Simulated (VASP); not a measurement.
Input of a VASP 6.6.1 run:

File INCAR:

```
SYSTEM = Al
PREC = Accurate
ENCUT = 500
EDIFF = 1E-6
ISMEAR = -1
SIGMA = 0.06122561905347299
LREAL = .FALSE.
LASPH = .TRUE.
NELM = 120
ALGO = Normal
ISIF = 2
LWAVE = .FALSE.
LCHARG = .TRUE.
GGA = PE
LELF = .TRUE.
LVHAR = .TRUE.
NBANDS = 8
GGA_COMPAT = .FALSE.
```

Contents of KPOINTS:

```
Automatic mesh
0
G
  14 14 14
  0 0 0
```

POSCAR

```
Al
1.0
    2.7579451905      0.0000000000      0.0000000000
    0.0000000000      2.7579451905      0.0000000000
    0.0000000000      0.0000000000      2.7579451905
Al
1
Direct
    0.0000000000      0.0000000000      0.0000000000
```

Potentials or basis: VASP PAW PBE potentials, release 64 (Al).

Run with:

```bash
$ cat potpaw_PBE.64/Al/POTCAR > POTCAR
$ mpirun -np 1 vasp_std > vasp.out
```

(1) What does it give for the band gap on the k mesh?

(2) Estimate the pressure.

## Answers

(1) zero (an odd number of electrons rules out a gap without spin polarisation).

(2) -2.0 GPa.
